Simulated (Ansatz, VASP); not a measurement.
## KBr: VASP beside Ansatz

Contents of POSCAR:

```
KBr
1.0
    0.0000000000      3.3434260326      3.3434260326
    3.3434260326      0.0000000000      3.3434260326
    3.3434260326      3.3434260326      0.0000000000
Br K
1 1
Direct
    0.5000000000      0.5000000000      0.5000000000
    0.0000000000      0.0000000000      0.0000000000
```

Contents of INCAR.step1:

```
SYSTEM = KBr
  ALGO = Normal
  EDIFF = 1E-5
  ENCUT = 520
  GGA = PE
  ISIF = 2
  ISMEAR = 0
  LASPH = .True.
  LCHARG = .False.
  LREAL = .False.
  LWAVE = .True.
  NBANDS = 15
  NELM = 100
  PREC = Accurate
  SIGMA = 0.1
```

Contents of INCAR.step2:

```
SYSTEM = KBr
  AEXX = 0.25
  ALGO = Normal
  EDIFF = 1E-6
  ENCUT = 520
  GGA = PE
  HFSCREEN = 0.3
  ISIF = 2
  ISMEAR = 0
  ISTART = 1
  LASPH = .True.
  LCHARG = .False.
  LHFCALC = .True.
  LREAL = .False.
  LWAVE = .False.
  NBANDS = 15
  NELM = 100
  PREC = Accurate
  PRECFOCK = Normal
  SIGMA = 0.1
```

File KPOINTS:

```
k-points
0
Gamma
  4 4 4
  0 0 0
```

File input.yaml:

```yaml
crystal:
  lattice:
    - [0.0, 3.3434260326, 3.3434260326]
    - [3.3434260326, 0.0, 3.3434260326]
    - [3.3434260326, 3.3434260326, 0.0]
  atoms:
    - { symbol: Br, position: [0.5, 0.5, 0.5] }
    - { symbol: K, position: [0.0, 0.0, 0.0] }
hamiltonian:
  xc: { exchange: pbe, correlation: pbe, exx: { coeff: 0.25, omega: 0.3 } }
  pseudopotentials: { kind: paw }
kpoints:
  mp_grid: { grid: [4, 4, 4] }
scf:
  occupations: { method: gaussian, width: 0.1 }
output:
  forces: true
  stress: true
  eigenvalues: true
```

Alike in both runs: task single point; functional PBE-based screened hybrid; k mesh 4 × 4 × 4; occupations gaussian, width 0.1 eV; no spin polarisation.

```csv
,VASP,Ansatz
version,VASP 6.6.1,Ansatz 0.2.0
potentials or method,"VASP PAW PBE potentials, release 64 (Br, K_sv)",Ansatz PAW
plane-wave cutoff (eV),520,420
valence electrons in the cell,16,16
```

|  | VASP | Ansatz | Ansatz less VASP |
| --- | --- | --- | --- |
| gap on the k mesh at the Fermi level (eV) | 5.26 | 5.26 | +0.003 |
| least direct gap on the mesh (eV) | 5.26 | 5.26 | +0.003 |
| pressure (GPa) | -0.1 | -0.1 | -0.02 |

VASP's potentials were made for PBE, not for PBE-based screened hybrid.
